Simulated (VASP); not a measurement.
The system is Mg3Te.

```
CELL_PARAMETERS angstrom
-2.13936 2.13936 5.28249
2.13936 -2.13936 5.28249
2.13936 2.13936 -5.28249
ATOMIC_POSITIONS crystal
Mg 0.50000 0.50000 0.00000
Mg 0.75000 0.25000 0.50000
Mg 0.25000 0.75000 0.50000
Te 0.00000 0.00000 0.00000
```

Base run:

* Program: VASP 6.6.1
* Functional: PBE
* Potentials or basis: VASP PAW PBE potentials, release 64 (Mg, Te)
* Cutoff: 520 eV
* k mesh: 6 × 6 × 6
* Occupations: gaussian, width 0.1 eV
* Spin: no spin polarisation

Its results: band gap on the k mesh zero (band 6 reaches 5.02 eV, above the bottom of band 7 at 3.60 eV); pressure 0.0 GPa.

Task: After a change of settings the same cell gave: band gap on the k mesh zero (band 6 reaches 4.94 eV, above the bottom of band 7 at 3.54 eV); pressure -1.1 GPa. Which change was it?
A. k mesh from 6 × 6 × 6 to 2 × 2 × 2; further incar settings from ALGO = Fast; EDIFF = 1e-06; NBANDS = 14 to ALGO = Fast; EDIFF = 1e-07; NBANDS = 14
B. k mesh from 6 × 6 × 6 to 4 × 1 × 1; further incar settings from ALGO = Fast; EDIFF = 1e-06; NBANDS = 14 to ALGO = Normal; EDIFF = 1e-06; NBANDS = 14; ISYM = 0
C. functional from PBE to PBEsol; further incar settings from ALGO = Fast; EDIFF = 1e-06; NBANDS = 14 to ALGO = Fast; EDIFF = 1e-07; NBANDS = 14

Result: C.

Caveats: spin-orbit coupling is left out, which moves the levels of the heavy elements; the PAW data sets were made with another functional, which shifts forces and pressure a little (some runs).
